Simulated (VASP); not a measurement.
# HfN (I-4m2) in VASP: notebook, part 2 of 2

VASP 6.6.1.

### Step 3. Single point, PBEsol (strain +0.040 along x and y, +0.000 along z)

Contents of INCAR:

```
SYSTEM = HfN
  PREC = Accurate
  ENCUT = 520
  EDIFF = 1E-7
  ISMEAR = 0
  SIGMA = 0.15
  LREAL = .False.
  LASPH = .True.
  NELM = 60
  ALGO = Normal
  ISIF = 2
  LWAVE = .False.
  LCHARG = .False.
  GGA = PS
  NBANDS = 14
```

Contents of KPOINTS:

```
regular mesh
0
Gamma
  16 16 16
  0 0 0
```

Contents of POSCAR:

```
HfN
1.0
    0.0000000000      2.5530148800      2.4548220000
    2.5530148800      0.0000000000      2.4548220000
    2.5530148800      2.5530148800      0.0000000000
Hf N
1 1
Direct
    0.0000000000      0.0000000000      0.0000000000
    0.7500000000      0.7500000000      0.7500000000
```

Potentials or basis: VASP PAW PBE potentials, release 64 (Hf_pv, N).

Run with:

```bash
cat potpaw_PBE.64/Hf_pv/POTCAR potpaw_PBE.64/N/POTCAR > POTCAR
mpirun -np 1 vasp_std > vasp.out
```

OUTCAR:

```text
SYSTEM = HfN
   PREC = Accurate
   ENCUT = 520
   EDIFF = 1E-7
   ISMEAR = 0
   LREAL = .False.
   LASPH = .True.
   NELM = 60
   ISIF = 2
   GGA = PS

 ion  position               nearest neighbor table
   1  0.000  0.000  0.000-   2 2.18   2 2.18   2 2.18   2 2.18
   2  0.750  0.750  0.750-   1 2.18   1 2.18   1 2.18   1 2.18

  LATTYP: Found a body centered tetragonal cell.
 ALAT       =     3.6105082682
 C/A-ratio  =     1.3598207331

  Lattice vectors:

 A1 = (   0.0000000000,  -2.5530148800,  -2.4548220000)
[... 586 lines left out ...]
     10       7.1649      0.00000
     11      10.7313      0.00000
     12      11.1659      0.00000
     13      11.4551      0.00000
     14      16.2632      0.00000

 [... further k-points ...]
[... 5 lines left out ...]
  --------------------------------------------------------------------------------------
  -------------------------------------------------------------------------------------
  Total       -4.0050166     -4.0050166     -2.8897261      0.0000000      0.0000000     -0.0000000
  in kB     -200.5202351   -200.5202351   -144.6806903      0.0000000      0.0000000     -0.0000000
  external PRESSURE =    -181.9070535 kB  Pullay stress =       0.0000000 kB

 VOLUME and BASIS-vectors are now :
 -----------------------------------------------------------------------------
  energy-cutoff  :      520.00
  volume of cell :       32.00
      direct lattice vectors                 reciprocal lattice vectors
     0.000000000  2.553014880  2.454822000    -0.195846880  0.195846880  0.203680756
     2.553014880  0.000000000  2.454822000     0.195846880 -0.195846880  0.203680756
     2.553014880  2.553014880  0.000000000     0.195846880  0.195846880 -0.203680756

 POSITION                                       TOTAL-FORCE (eV/Angst)
 -----------------------------------------------------------------------------------
      0.00000      0.00000      0.00000         0.000000      0.000000      0.000000
      3.82952      3.82952      3.68223        -0.000000     -0.000000      0.000000
 -----------------------------------------------------------------------------------
    total drift:                               -0.000000     -0.000000      0.000000

  FREE ENERGIE OF THE ION-ELECTRON SYSTEM (eV)
  ---------------------------------------------------
  free  energy   TOTEN  =       -22.0547420667 eV

  energy  without entropy=      -22.0469326136  energy(sigma->0) =      -22.05083734
```

OSZICAR:

```text
N       E                     dE             d eps       ncg     rms          rms(c)
DAV:   1     0.407715518468E+02    0.40772E+02   -0.76455E+03  9772   0.967E+02
DAV:   2    -0.227786004256E+02   -0.63550E+02   -0.59321E+02 13302   0.228E+02
DAV:   3    -0.254197468576E+02   -0.26411E+01   -0.26303E+01 11386   0.384E+01
DAV:   4    -0.254362666258E+02   -0.16520E-01   -0.16518E-01 11596   0.364E+00
DAV:   5    -0.254364482488E+02   -0.18162E-03   -0.18162E-03 11446   0.337E-01    0.473E+01
DAV:   6    -0.222708766003E+02    0.31656E+01   -0.12691E+01 10816   0.233E+01    0.355E+01
DAV:   7    -0.220903170808E+02    0.18056E+00   -0.77688E-01 10246   0.753E+00    0.237E+01
DAV:   8    -0.220678802687E+02    0.22437E-01   -0.18421E-01 11362   0.360E+00    0.719E+00
DAV:   9    -0.220548997171E+02    0.12981E-01   -0.33779E-02 10786   0.138E+00    0.169E+00
DAV:  10    -0.220547790979E+02    0.12062E-03   -0.17213E-03 12130   0.360E-01    0.232E-01
DAV:  11    -0.220547435376E+02    0.35560E-04   -0.12231E-04 10762   0.979E-02    0.807E-02
DAV:  12    -0.220547421563E+02    0.13813E-05   -0.16985E-05 12970   0.313E-02    0.192E-02
DAV:  13    -0.220547420667E+02    0.89598E-07   -0.78811E-07 10702   0.806E-03
   1 F= -.22054742E+02 E0= -.22050837E+02  d E =-.780945E-02
```

stdout:

```text
POSCAR found type information on POSCAR HfN
 POSCAR found :  2 types and       2 ions
 scaLAPACK will be used
 -----------------------------------------------------------------------------
|                                                                             |
|                                                                             |
|     You enforced a specific xc type in the INCAR file but a different       |
|     I HOPE YOU KNOW WHAT YOU ARE DOING!                                     |
|                                                                             |
 -----------------------------------------------------------------------------

 LDA part: xc-table for (Slater+PW92), standard interpolation
 POSCAR, INCAR and KPOINTS ok, starting setup
 FFT: planning ... GRIDC
 FFT: planning ... GRID_SOFT
 FFT: planning ... GRID
 WAVECAR not read
 entering main loop
```

Wall time 57 s (1 thread of Intel Xeon 6975P-C (Granite Rapids), shared host); peak memory 0.29 GiB.

Results:

```yaml
Free_energy: -22.0547 eV
Pressure: -18.2 GPa
```

Caveat: the cell differs from its parent crystal (strain +0.040 along x and y, +0.000 along z); the PAW data sets were made with another functional, which shifts forces and pressure a little; spin-orbit coupling is left out, which moves the levels of the heavy elements.

### Step 4. Single point, PBEsol (strain +0.080 along x and y, -0.040 along z)

Contents of INCAR:

```
PREC = Accurate
ENCUT = 520
EDIFF = 1E-7
ISMEAR = 0
SIGMA = 0.15
LREAL = F
LASPH = T
NELM = 100
ALGO = Normal
ISIF = 2
LWAVE = F
LCHARG = T
GGA = PS
LELF = T
LVHAR = T
NBANDS = 14
```

Contents of KPOINTS:

```
Automatic mesh
0
Gamma
  16 16 16
```

Contents of POSCAR:

```
HfN
1.0
    0.0000000000      2.6512077600      2.3566291200
    2.6512077600      0.0000000000      2.3566291200
    2.6512077600      2.6512077600      0.0000000000
Hf N
1 1
Direct
    0.0000000000      0.0000000000      0.0000000000
    0.7500000000      0.7500000000      0.7500000000
```

Run with:

```bash
cat potpaw_PBE.64/Hf_pv/POTCAR potpaw_PBE.64/N/POTCAR > POTCAR
mpirun -np 1 vasp_std > vasp.out
```

Run time: 58 s. Hardware: 1 thread of Intel Xeon 6975P-C (Granite Rapids), shared host; peak memory 0.29 GiB.

Results (log left out):

```
Free energy : -21.7998 eV
Pressure    : -22.8 GPa
```

Stress tensor (GPa, compression positive):
```
-27.68   0.00   0.00
  0.00 -27.68   0.00
  0.00   0.00 -12.91
```

Levels at points of the mesh, in eV from the Fermi level:
| k point | band 6 | band 7 | band 8 | band 9 | band 10 | band 11 |
| --- | --- | --- | --- | --- | --- | --- |
| (0.00, 0.00, 0.00) | -4.98 | -4.71 | -1.06 | 1.26 | 2.45 | 5.23 |
| (0.50, 0.00, 0.00) | -4.70 | -4.19 | 1.25 | 2.34 | 2.38 | 3.38 |
| (0.50, 0.50, 0.00) | -3.67 | -3.67 | -0.62 | 1.82 | 3.41 | 3.94 |
| (0.50, 0.00, 0.50) | -3.55 | -3.19 | -1.25 | 1.41 | 3.65 | 3.97 |

Caveat: the cell differs from its parent crystal (strain +0.080 along x and y, -0.040 along z); the PAW data sets were made with another functional, which shifts forces and pressure a little; spin-orbit coupling is left out, which moves the levels of the heavy elements.

### Step 5. The runs side by side

| cell | gap on the mesh (eV) | pressure (GPa) |
| --- | --- | --- |
| a = 3.336, b = 3.336, c = 3.472 Å, angles 58.6, 58.6, 62.7°, 2 atoms | none | 11.8 |
| a = 3.542, b = 3.542, c = 3.611 Å, angles 59.4, 59.4, 61.3°, 2 atoms | none | -18.2 |
| a = 3.547, b = 3.547, c = 3.749 Å, angles 58.1, 58.1, 63.8°, 2 atoms | none | -22.8 |

Alike in all rows: task single point; level PBEsol; potentials or basis VASP PAW PBE potentials, release 64 (Hf_pv, N); no spin polarisation; k mesh 16 × 16 × 16; cutoff (eV) 520; smearing gaussian 0.15 eV.

Caveats: the PAW data sets were made with another functional, which shifts forces and pressure a little; spin-orbit coupling is left out, which moves the levels of the heavy elements.

Absolute energies hang on the potentials; compare differences alone.
